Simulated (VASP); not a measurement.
Here is a VASP 6.6.1 calculation.

The input INCAR:

```
ALGO     = Normal         # electronic algorithm
EDIFF    = 1E-6           # SCF threshold, eV
ENCUT    = 520            # plane-wave cutoff, eV
GGA      = PE             # functional
ISIF     = 2              # what is computed and relaxed
ISMEAR   = 0              # smearing method
ISPIN    = 2              # spin polarisation
LASPH    = T              # aspherical terms in the spheres
LCHARG   = F              # write CHGCAR
LORBIT   = 11             # projections on sites
LREAL    = F              # projectors in reciprocal space
LWAVE    = F              # write WAVECAR
MAGMOM   = 0 1 1 1 1 1    # initial moments
NBANDS   = 25             # bands
NELM     = 150            # most SCF steps
PREC     = Accurate       # precision mode
SIGMA    = 0.1            # smearing width, eV
```

The input KPOINTS:

```
k-points
0
Gamma
  6 6 2
```

File POSCAR:

```
SiC5
1.0
    2.5326316200      0.0000000000      0.0000000000
   -1.2663158100      2.1933233200      0.0000000000
    0.0000000000      0.0000000000     14.2697299200
Si C
1 5
Direct
    0.0000000000      0.0000000000      0.5000000000
    0.0000000000      0.0000000000      0.8333333300
    0.0000000000      0.0000000000      0.0000000000
    0.0000000000      0.0000000000      0.1666666700
    0.0000000000      0.0000000000      0.3333333300
    0.0000000000      0.0000000000      0.6666666700
```

Potentials or basis: VASP PAW PBE potentials, release 64 (Si, C).

Launch:

```bash
$ cat potpaw_PBE.64/Si/POTCAR potpaw_PBE.64/C/POTCAR > POTCAR
$ mpirun -np 1 vasp_std > vasp.out
```

(1) What does it give for the band gap on the k mesh?

(2) Predict the pressure.

(3) What does it give for the net moment?

## Answers

(1) zero (filled and empty bands overlap).

(2) -30.6 GPa.

(3) 0.00 μB per cell.

Caveat: the k points lie up to 0.48 Å⁻¹ apart.
